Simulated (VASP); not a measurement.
A run of VASP 6.6.1 is set up as follows.

File INCAR:

```
SYSTEM = Ti
ALGO = Normal
EDIFF = 1E-6
ENCUT = 520
ISIF = 2
ISMEAR = -1
LASPH = .True.
LCHARG = .True.
LELF = .True.
LREAL = .False.
LVHAR = .True.
LWAVE = .False.
NBANDS = 12
NELM = 80
PREC = Accurate
SIGMA = 0.05
```

The input KPOINTS:

```
k-points
0
Gamma
  15 15 15
  0 0 0
```

File POSCAR:

```
Ti
1.0
    1.8789158486      0.0000000000      0.0000000000
    0.0000000000      1.8789158486      0.0000000000
    0.0000000000      0.0000000000      1.8789158486
Ti
1
Direct
    0.0000000000      0.0000000000      0.0000000000
```

Potentials or basis: VASP PAW LDA potentials, release 64 (Ti_sv).

Command:

```sh
$ cat potpaw_LDA.64/Ti_sv/POTCAR > POTCAR
$ mpirun -np 1 vasp_std > vasp.out
```

Task: Predict the pressure.

Result: 530.7 GPa.

Task: What does it give for the band gap on the k mesh?

Result: Zero (band 6 reaches 24.73 eV, above the bottom of band 7 at 16.19 eV).
